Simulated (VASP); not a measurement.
# SnO2 (R-3m) in VASP: notebook

The runs below take SnO2 through relaxation of cell and atoms, single point, with LDA, PBE.

Program: VASP 6.6.1. These are calculated values, not measurements. Logs are shortened: lines on timing, memory, paths and dates and some standing lists are left out, and cuts for length are marked.

### Step 1. The cell of the first run

The structure is trigonal, space group R-3m (No. 166). The conventional cell has a = 3.234 Å, b = 3.234 Å, c = 14.402 Å, α = 90.00°, β = 90.00°, γ = 120.00°. Within 2.8 Å of Sn (site symmetry -3m) lie 6 O at 2.13 Å. Within 2.8 Å of O (site symmetry 3m) lie 3 Sn at 2.13 Å and 3 O at 2.76 Å.

### Step 2. Relaxation of cell and atoms, LDA

INCAR

```
SYSTEM = SnO2
  PREC = Accurate
  ENCUT = 600
  EDIFF = 1E-7
  ISMEAR = -1
  SIGMA = 0.05
  LREAL = .FALSE.
  LASPH = .TRUE.
  NELM = 100
  ALGO = Normal
  ISIF = 3
  LWAVE = .FALSE.
  LCHARG = .FALSE.
  GGA = CA
  IBRION = 2
  NSW = 80
  EDIFFG = -0.01
```

KPOINTS

```
regular mesh
0
G
  8 8 8
  0 0 0
```

POSCAR

```
SnO2
1.0
    1.6170930752      0.9336291223      4.8005925840
   -1.6170930752      0.9336291223      4.8005925840
    0.0000000000     -1.8672582446      4.8005925840
Sn O
1 2
Direct
    0.5000000000      0.5000000000      0.5000000000
    0.7628300000      0.7628300000      0.7628300000
    0.2371700000      0.2371700000      0.2371700000
```

Potentials or basis: VASP PAW LDA potentials, release 64 (Sn_d, O).

Started as:

```console
> cat potpaw_LDA.64/Sn_d/POTCAR potpaw_LDA.64/O/POTCAR > POTCAR
> mpirun -np 1 vasp_std > vasp.out
```

OUTCAR:

```text
SYSTEM = SnO2
   PREC = Accurate
   ENCUT = 600
   EDIFF = 1E-7
   ISMEAR = -1
   LREAL = .FALSE.
   LASPH = .TRUE.
   NELM = 100
   ISIF = 3
   GGA = CA
   IBRION = 2
   NSW = 80
   EDIFFG = -0.01

 ion  position               nearest neighbor table
   1  0.500  0.500  0.500-   3 2.13   3 2.13   2 2.13   2 2.13   3 2.13   2 2.13
   2  0.763  0.763  0.763-   1 2.13   1 2.13   1 2.13
   3  0.237  0.237  0.237-   1 2.13   1 2.13   1 2.13

  LATTYP: Found a trigonal (rhomboedric) cell.
 ALAT       =     5.1509554948
 COS(alpha) =     0.8028828391

  Lattice vectors:

 A1 = (   1.6170930752,   0.9336291223,   4.8005925840)
 A2 = (  -1.6170930752,   0.9336291223,   4.8005925840)
 A3 = (   0.0000000000,  -1.8672582446,   4.8005925840)

Analysis of symmetry for initial positions (statically):
=====================================================================
 Subroutine PRICEL returns:
 Original cell was already a primitive cell.

 Routine SETGRP: Setting up the symmetry group for a
 trigonal (rhombohedral) supercell.

 Subroutine GETGRP returns: Found 12 space group operations
 (whereof 12 operations were pure point group operations)
 out of a pool of 12 trial point group operations.

The static configuration has the point symmetry D_3d.

Analysis of symmetry for dynamics (positions and initial velocities):
=====================================================================
 Subroutine PRICEL returns:
 Original cell was already a primitive cell.

 Routine SETGRP: Setting up the symmetry group for a
 trigonal (rhombohedral) supercell.

 Subroutine GETGRP returns: Found 12 space group operations
 (whereof 12 operations were pure point group operations)
 out of a pool of 12 trial point group operations.

The dynamic configuration has the point symmetry D_3d.

 Subroutine INISYM returns: Found 12 space group operations
 (whereof 12 operations are pure point group operations),
 and found     1 'primitive' translations

----------------------------------------------------------------------------------------

                                     Primitive cell

  volume of cell :      43.4866

  direct lattice vectors                    reciprocal lattice vectors
     1.617093075  0.933629122  4.800592584     0.309196797  0.178514854  0.069435872
    -1.617093075  0.933629122  4.800592584    -0.309196797  0.178514854  0.069435872
     0.000000000 -1.867258245  4.800592584     0.000000000 -0.357029708  0.069435872

  length of vectors
     5.150955495  5.150955495  5.150955495     0.363719058  0.363719058  0.363719058

  position of ions in fractional coordinates (direct lattice)
     0.500000000  0.500000000  0.500000000
     0.762830000  0.762830000  0.762830000
     0.237170000  0.237170000  0.237170000

  ion indices of the primitive-cell ions
   primitive index   ion index
                 1           1
                 2           2
                 3           3

----------------------------------------------------------------------------------------

 KPOINTS: regular mesh

Automatic generation of k-mesh.
 Grid dimensions read from file:
 generate k-points for:    8    8    8

 Generating k-lattice:

  Cartesian coordinates                     Fractional coordinates (reciprocal lattice)
     0.038649600  0.022314357  0.008679484     0.125000000  0.000000000 -0.000000000
    -0.038649600  0.022314357  0.008679484     0.000000000  0.125000000 -0.000000000
     0.000000000 -0.044628714  0.008679484    -0.000000000 -0.000000000  0.125000000

  Length of vectors
     0.045464882  0.045464882  0.045464882

  Shift w.r.t. Gamma in fractional coordinates (k-lattice)
     0.000000000  0.000000000  0.000000000

 Subroutine IBZKPT returns following result:
 ===========================================

 Found     65 irreducible k-points:

 Following reciprocal coordinates:
            Coordinates               Weight
  0.000000  0.000000  0.000000      1.000000
  0.125000  0.000000  0.000000      6.000000
  0.250000  0.000000  0.000000      6.000000
  0.375000  0.000000  0.000000      6.000000
  0.500000  0.000000  0.000000      3.000000
  0.125000  0.125000  0.000000      6.000000
[... 16 lines left out ...]
  0.250000  0.125000  0.125000      6.000000
  0.375000  0.125000  0.125000      6.000000
 [... further k-points ...]
   k-points           NKPTS =     65   k-points in BZ     NKDIM =     65   number of bands    NBANDS=     17
   number of dos      NEDOS =    301   number of ions     NIONS =      3
   total plane-waves  NPLWV =  74088
   dimension x,y,z NGX =    42 NGY =   42 NGZ =   42
   dimension x,y,z NGXF=    84 NGYF=   84 NGZF=   84
   ions per type =               1   2
   NGX,Y,Z   is equivalent  to a cutoff of  13.56, 13.56, 13.56 a.u.
   NGXF,Y,Z  is equivalent  to a cutoff of  27.11, 27.11, 27.11 a.u.
 SYSTEM =  SnO2
   PREC   = accura    normal or accurate (medium, high low for compatibility)
   ISTART =      0    job   : 0-new  1-cont  2-samecut
[... 23 lines left out ...]
   EFERMI_NEDOS =   21; number of points for ismear=-14 and -15
   IALGO  =     38    algorithm
   IMIX   =      4    mixing-type and parameters
     AMIX     =   0.40;   BMIX     =  1.00
     AMIX_MAG =   1.60;   BMIX_MAG =  1.00
  volume/ion in A,a.u.               =      14.50        97.82
  Fermi-wavevector in a.u.,A,eV,Ry     =   1.379158  2.606231 25.879336  1.902078
  Thomas-Fermi vector in A             =   2.504154
   LORBIT       =      0    0 simple, 1 ext, 2 COOP (PROOUT), +10 PAW based schemes
   GGA     = CA    functional components
   LHFCALC =     F    Hartree Fock is set to
   AEXX    =    0.0000 exact exchange contribution
   IVDW    =     0    specifies the selected vdW correction
   LEPSILON=     F    determine dielectric tensor
   LRPA    =     F    only Hartree local field effects (RPA)
 conjugate gradient relaxation of ions
 non-spin polarized calculation
  energy-cutoff  :      600.00
  volume of cell :       43.49
 maximum number of plane-waves:      1468
 NGX is ok and might be reduce to    42
   NGX = 21   NGY = 21   NGZ = 21

--------------------------------------- Ionic step        1  -------------------------------------------

 number of electron      26.0000002 magnetization

 Free energy of the ion-electron system (eV)
  ---------------------------------------------------
  ext. energy  EPLUGINS =         0.00000000
  ---------------------------------------------------
  free energy    TOTEN  =       -20.44147654 eV

  energy without entropy =      -20.44147654  energy(sigma->0) =      -20.44147654

------------------------ aborting loop because EDIFF is reached ----------------------------------------

  FORCE on cell =-STRESS in cart. coord.  units (eV):
  Direction    XX          YY          ZZ          XY          YZ          ZX
  --------------------------------------------------------------------------------------
  -------------------------------------------------------------------------------------
  Total       -2.5092962     -2.5092962     -1.9724801      0.0000000      0.0000000      0.0000000
  in kB      -92.4500199    -92.4500199    -72.6720974      0.0000000      0.0000000      0.0000000
  external PRESSURE =     -85.8573791 kB  Pullay stress =       0.0000000 kB
[... 92 lines left out ...]
  FREE ENERGIE OF THE ION-ELECTRON SYSTEM (eV)
  ---------------------------------------------------
  free  energy   TOTEN  =       -20.5083009214 eV

  energy  without entropy=      -20.5083009213  energy(sigma->0) =      -20.50830092

[... ionic steps 4 to 27 ...]

--------------------------------------- Ionic step       28  -------------------------------------------

 number of electron      25.9999999 magnetization

------------------------ aborting loop because EDIFF is reached ----------------------------------------

  FORCE on cell =-STRESS in cart. coord.  units (eV):
  Direction    XX          YY          ZZ          XY          YZ          ZX
  --------------------------------------------------------------------------------------
  -------------------------------------------------------------------------------------
  Total       -0.0166578     -0.0166578     -0.0123941      0.0000000     -0.0000000      0.0000000
  in kB       -0.7370193     -0.7370193     -0.5483719      0.0000000     -0.0000000      0.0000000
  external PRESSURE =      -0.6741368 kB  Pullay stress =       0.0000000 kB
[... 59 lines left out ...]
  energy  without entropy=      -20.5813469452  energy(sigma->0) =      -20.58134695

--------------------------------------- Ionic step       30  -------------------------------------------

 number of electron      25.9999999 magnetization

 Free energy of the ion-electron system (eV)
  ---------------------------------------------------
  ext. energy  EPLUGINS =         0.00000000
  ---------------------------------------------------
  free energy    TOTEN  =       -20.58136357 eV

  energy without entropy =      -20.58136356  energy(sigma->0) =      -20.58136357

 E-fermi :   6.4099     XC(G=0): -11.7258

 val. band max:        5.6245943794   @ k =   0.0000   0.0000   0.0000
 cond. band min:       7.0882942949   @ k =   0.0000   0.0000   0.0000
 fundamental gap:      1.4636999155
 Fermi energy:         6.4099323629

 k-point     1 :       0.0000    0.0000    0.0000
  band No.  band energies     occupation
      1     -14.6910      2.00000
      2     -14.3917      2.00000
      3     -14.3917      2.00000
      4     -14.1523      2.00000
      5     -14.1523      2.00000
      6     -12.8784      2.00000
[... 9 lines left out ...]
     16      15.9575      0.00000
     17      15.9575      0.00000
[... 443 lines left out ...]
      1     -14.8883      2.00000
      2     -14.3964      2.00000
      3     -14.2954      2.00000
      4     -14.2140      2.00000
      5     -14.1276      2.00000
      6     -12.2339      2.00000
[... 9 lines left out ...]
     16      14.4556      0.00000
     17      17.3574      0.00000

 [... further k-points ...]

------------------------ aborting loop because EDIFF is reached ----------------------------------------

  FORCE on cell =-STRESS in cart. coord.  units (eV):
  Direction    XX          YY          ZZ          XY          YZ          ZX
  --------------------------------------------------------------------------------------
  -------------------------------------------------------------------------------------
  Total        0.0081226      0.0081226      0.0003332      0.0000000      0.0000000      0.0000000
  in kB        0.3595010      0.3595010      0.0147467      0.0000000      0.0000000      0.0000000
  external PRESSURE =       0.2445829 kB  Pullay stress =       0.0000000 kB
[... 18 lines left out ...]
  FREE ENERGIE OF THE ION-ELECTRON SYSTEM (eV)
  ---------------------------------------------------
  free  energy   TOTEN  =       -20.5813635695 eV

  energy  without entropy=      -20.5813635612  energy(sigma->0) =      -20.58136357

 reached required accuracy - stopping structural energy minimisation
```

It took 46 min on 1 thread of Intel Xeon 6975P-C (Granite Rapids), shared host; peak memory 0.29 GiB.

Results:

```yaml
Free_energy: -20.5814 eV
Relaxed_volume: 12.07 Å³/atom
Relaxed_cell: a = 4.445 Å, b = 4.445 Å, c = 4.445 Å, α = 42.43°, β = 42.43°, γ = 42.43°
Space_group_after_relaxing_to_0.1_Å: R-3m (No. 166)
Energy_gained_by_relaxing: 46.6 meV/atom
Ionic_steps: 30
Pressure_after_relaxing: 0.0 GPa
Largest_force_after_relaxing: 0.006 eV/Å
Band_gap_on_the_k_mesh: 1.46 eV
```

Forces in eV/Å, atoms in the order of the input:
```
Sn   0.000  0.000  0.000
O    0.000  0.000  0.006
O    0.000  0.000 -0.006
```

Step by step:
| step | energy change (eV) | largest force (eV/Å) | pressure (GPa) | volume (Å³) |
| --- | --- | --- | --- | --- |
| 1 | 0.0000 | 0.6196 | -8.59 | 43.49 |
| 2 | 0.0743 | 1.2519 | 15.05 | 38.78 |
| 3 | -0.0668 | 0.0554 | -0.47 | 41.46 |
| 4 | -0.0668 | 0.0705 | -0.26 | 41.42 |
| 5 | -0.0717 | 0.1155 | -0.32 | 41.21 |
| 6 | -0.0831 | 0.2496 | -0.50 | 40.57 |
| 7 | -0.0906 | 0.5071 | -0.60 | 39.24 |
| 8 | -0.0929 | 0.4974 | -0.65 | 39.12 |
| 9 | -0.0998 | 0.4683 | -0.85 | 38.76 |
| 10 | -0.1119 | 0.4102 | -1.13 | 38.04 |
| 11 | -0.1273 | 0.2794 | -1.08 | 36.58 |
| 12 | -0.0965 | 0.1062 | 2.70 | 33.59 |
| 13 | -0.1255 | 0.3162 | -0.23 | 36.01 |
| 14 | -0.1247 | 0.2303 | 0.26 | 35.33 |
| 15 | -0.1256 | 0.2715 | 0.03 | 35.63 |
| 16 | -0.1317 | 0.1722 | -0.29 | 35.76 |
| 17 | -0.1384 | 0.1234 | -1.14 | 36.13 |
| 18 | -0.1385 | 0.0845 | -1.04 | 36.08 |
| 19 | -0.1386 | 0.0091 | 1.28 | 35.80 |
| 20 | -0.1394 | 0.0379 | 0.13 | 35.94 |
| 21 | -0.1394 | 0.0371 | 0.16 | 35.94 |
| 22 | -0.1395 | 0.0231 | 0.17 | 35.97 |
| 23 | -0.1397 | 0.0181 | 0.21 | 36.07 |
| 24 | -0.1398 | 0.0088 | -0.26 | 36.18 |
| 25 | -0.1398 | 0.0000 | -0.10 | 36.15 |
| 26 | -0.1398 | 0.0057 | -0.09 | 36.17 |
| 27 | -0.1399 | 0.0131 | -0.07 | 36.20 |
| 28 | -0.1399 | 0.0144 | -0.07 | 36.21 |
| 29 | -0.1399 | 0.0077 | 0.20 | 36.18 |
| 30 | -0.1399 | 0.0055 | 0.02 | 36.20 |

Final structure:
```cif
data_structure
_symmetry_space_group_name_H-M 'P 1'
_symmetry_Int_Tables_number 1
_cell_length_a 4.4449
_cell_length_b 4.4449
_cell_length_c 4.4449
_cell_angle_alpha 42.435
_cell_angle_beta 42.435
_cell_angle_gamma 42.435
_cell_volume 36.20
loop_
_atom_site_label
_atom_site_type_symbol
_atom_site_fract_x
_atom_site_fract_y
_atom_site_fract_z
_atom_site_occupancy
Sn1 Sn 0.50000 0.50000 0.50000 1
O1 O 0.75415 0.75415 0.75415 1
O2 O 0.24585 0.24585 0.24585 1
```

Levels at points of the mesh, in eV from the valence-band top:
| k point | band 11 | band 12 | band 13 | band 14 | band 15 | band 16 |
| --- | --- | --- | --- | --- | --- | --- |
| (0.00, 0.00, 0.00) | -1.49 | -1.49 | 0.00 | 1.46 | 5.14 | 10.33 |
| (0.50, 0.00, 0.00) | -2.23 | -1.42 | -1.20 | 5.42 | 7.83 | 9.65 |
| (0.50, 0.50, 0.00) | -1.09 | -0.61 | -0.07 | 4.65 | 6.63 | 10.76 |
| (0.50, 0.50, 0.50) | -2.02 | -1.25 | -1.25 | 3.77 | 5.86 | 11.02 |

Caveat: the volume moved by over 15 % at a fixed basis, so the end points are rough; spin-orbit coupling is left out, which moves the levels of the heavy elements.

### Step 3. Single point, PBE

INCAR

```
ALGO = Normal ; EDIFF = 1E-6
ENCUT = 520 ; GGA = PE
ISIF = 2 ; ISMEAR = 0
LASPH = True ; LCHARG = False
LREAL = False ; LWAVE = False
NBANDS = 20 ; NELM = 60
PREC = Accurate ; SIGMA = 0.013000000000000001
```

KPOINTS

```
k-points
0
Gamma
  10 10 10
```

POSCAR is that of step 2.

Potentials or basis: VASP PAW PBE potentials, release 64 (Sn_d, O).

Started as:

```console
> cat potpaw_PBE.64/Sn_d/POTCAR potpaw_PBE.64/O/POTCAR > POTCAR
> mpirun -np 1 vasp_std > vasp.out
```

It took 69 s on 1 thread of Intel Xeon 6975P-C (Granite Rapids), shared host; peak memory 0.29 GiB.

It converged, with:

```yaml
Free_energy: -18.1999 eV
Pressure: 0.0 GPa
Largest_force: 0.083 eV/Å
Band_gap_on_the_k_mesh: 1.91 eV (least direct gap 2.03 eV)
```

Forces in eV/Å, atoms in the order of the input:
```
Sn   0.000  0.000  0.000
O    0.000  0.000  0.083
O    0.000  0.000 -0.083
```

Stress tensor (GPa, compression positive):
```
 0.24  0.00  0.00
 0.00  0.24  0.00
 0.00  0.00 -0.57
```

Levels at points of the mesh, in eV from the valence-band top:
| k point | band 10 | band 11 | band 12 | band 13 | band 14 | band 15 | band 16 | band 17 |
| --- | --- | --- | --- | --- | --- | --- | --- | --- |
| (0.00, 0.00, 0.00) | -1.26 | -0.89 | -0.89 | -0.11 | 1.91 | 5.71 | 11.01 | 11.01 |
| (0.50, 0.00, 0.00) | -2.93 | -1.46 | -0.59 | -0.55 | 5.29 | 7.70 | 10.04 | 12.31 |
| (0.50, 0.50, 0.00) | -3.02 | -1.13 | -0.45 | -0.02 | 5.03 | 6.90 | 10.69 | 11.31 |
| (0.50, 0.50, 0.50) | -1.33 | -1.25 | -0.84 | -0.84 | 3.16 | 5.64 | 11.19 | 11.19 |

Caveat: spin-orbit coupling is left out, which moves the levels of the heavy elements. A k mesh can miss the band edges.

### Step 4. Single point, PBE

INCAR

```
PREC = Accurate ; ENCUT = 520
EDIFF = 1E-7 ; ISMEAR = 0
SIGMA = 0.014 ; LREAL = F
LASPH = T ; NELM = 60
ALGO = Normal ; ISIF = 2
LWAVE = F ; LCHARG = F
GGA = PE ; NBANDS = 20
```

KPOINTS

```
Automatic mesh
0
Gamma
  10 10 10
```

POSCAR is that of step 3.

Started as:

```console
> cat potpaw_PBE.64/Sn_d/POTCAR potpaw_PBE.64/O/POTCAR > POTCAR
> mpirun -np 1 vasp_std > vasp.out
```

It took 67 s on 1 thread of Intel Xeon 6975P-C (Granite Rapids), shared host; peak memory 0.29 GiB.

The run converged. Its results:

```
Free energy            : -18.1999 eV
Pressure               : 0.0 GPa
Largest force          : 0.083 eV/Å
Band gap on the k mesh : 1.91 eV (least direct gap 2.03 eV)
```

Forces in eV/Å, atoms in the order of the input:
```
Sn   0.000  0.000  0.000
O    0.000  0.000  0.083
O    0.000  0.000 -0.083
```

Stress tensor (GPa, compression positive):
```
 0.25  0.00  0.00
 0.00  0.25  0.00
 0.00  0.00 -0.57
```

Levels at points of the mesh, in eV from the valence-band top:
| k point | band 9 | band 10 | band 11 | band 12 | band 13 | band 14 | band 15 | band 16 | band 17 | band 18 |
| --- | --- | --- | --- | --- | --- | --- | --- | --- | --- | --- |
| (0.00, 0.00, 0.00) | -1.26 | -1.26 | -0.89 | -0.89 | -0.11 | 1.91 | 5.71 | 11.01 | 11.01 | 11.67 |
| (0.50, 0.00, 0.00) | -4.12 | -2.93 | -1.46 | -0.59 | -0.55 | 5.29 | 7.70 | 10.04 | 12.31 | 12.65 |
| (0.50, 0.50, 0.00) | -4.35 | -3.02 | -1.13 | -0.45 | -0.02 | 5.03 | 6.90 | 10.69 | 11.31 | 12.58 |
| (0.50, 0.50, 0.50) | -1.33 | -1.33 | -1.25 | -0.84 | -0.84 | 3.16 | 5.64 | 11.19 | 11.19 | 12.12 |

Caveat: spin-orbit coupling is left out, which moves the levels of the heavy elements. A k mesh can miss the band edges.

### Step 5. Single point, PBE

INCAR

```
  PREC = Accurate
  ENCUT = 520
  EDIFF = 1E-7
  ISMEAR = 0
  SIGMA = 0.015
  LREAL = F
  LASPH = T
  NELM = 60
  ALGO = Normal
  ISIF = 2
  LWAVE = F
  LCHARG = T
  GGA = PE
  LELF = T
  LVHAR = T
  NBANDS = 20
```

KPOINTS is that of step 4.

POSCAR is that of step 4.

Started as:

```console
> cat potpaw_PBE.64/Sn_d/POTCAR potpaw_PBE.64/O/POTCAR > POTCAR
> mpirun -np 1 vasp_std > vasp.out
```

Wall time 70 s (1 thread of Intel Xeon 6975P-C (Granite Rapids), shared host); peak memory 0.29 GiB.

It converged, with:

```yaml
Free_energy: -18.1999 eV
Pressure: 0.0 GPa
Largest_force: 0.083 eV/Å
Band_gap_on_the_k_mesh: 1.91 eV (least direct gap 2.03 eV)
```

Forces on the atoms (eV/Å):
```
Sn   0.000  0.000  0.000
O    0.000  0.000  0.083
O    0.000  0.000 -0.083
```

Stress tensor (GPa, compression positive):
```
 0.25  0.00  0.00
 0.00  0.25  0.00
 0.00  0.00 -0.57
```

Levels at points of the mesh, in eV from the valence-band top:
| k point | band 10 | band 11 | band 12 | band 13 | band 14 | band 15 | band 16 | band 17 |
| --- | --- | --- | --- | --- | --- | --- | --- | --- |
| (0.00, 0.00, 0.00) | -1.26 | -0.89 | -0.89 | -0.11 | 1.91 | 5.71 | 11.01 | 11.01 |
| (0.50, 0.00, 0.00) | -2.93 | -1.46 | -0.59 | -0.55 | 5.29 | 7.70 | 10.04 | 12.31 |
| (0.50, 0.50, 0.00) | -3.02 | -1.13 | -0.45 | -0.02 | 5.03 | 6.90 | 10.69 | 11.31 |
| (0.50, 0.50, 0.50) | -1.33 | -1.25 | -0.84 | -0.84 | 3.16 | 5.64 | 11.19 | 11.19 |

Caveat: spin-orbit coupling is left out, which moves the levels of the heavy elements.

### Step 6. Overview

| task | level | potentials or basis | cell | k mesh | cutoff (eV) | smearing | gap on the mesh (eV) | pressure (GPa) | largest force (eV/Å) |
| --- | --- | --- | --- | --- | --- | --- | --- | --- | --- |
| relaxation of cell and atoms | LDA | VASP PAW LDA potentials, release 64 (Sn_d, O) | relaxed | 8 × 8 × 8 | 600 | fermi-dirac 0.05 eV | 1.46 | 0.0 | 0.01 |
| single point | PBE | VASP PAW PBE potentials, release 64 (Sn_d, O) | as given | 10 × 10 × 10 | 520 | gaussian 0.013 eV | 1.91 | 0.0 | 0.08 |
| single point | PBE | VASP PAW PBE potentials, release 64 (Sn_d, O) | as given | 10 × 10 × 10 | 520 | gaussian 0.014 eV | 1.91 | 0.0 | 0.08 |
| single point | PBE | VASP PAW PBE potentials, release 64 (Sn_d, O) | as given | 10 × 10 × 10 | 520 | gaussian 0.015 eV | 1.91 | 0.0 | 0.08 |

Alike in all rows: no spin polarisation.

Caveats: spin-orbit coupling is left out, which moves the levels of the heavy elements; the volume moved by over 15 % at a fixed basis, so the end points are rough (at least some runs).

Absolute energies hang on the potentials; compare differences alone.
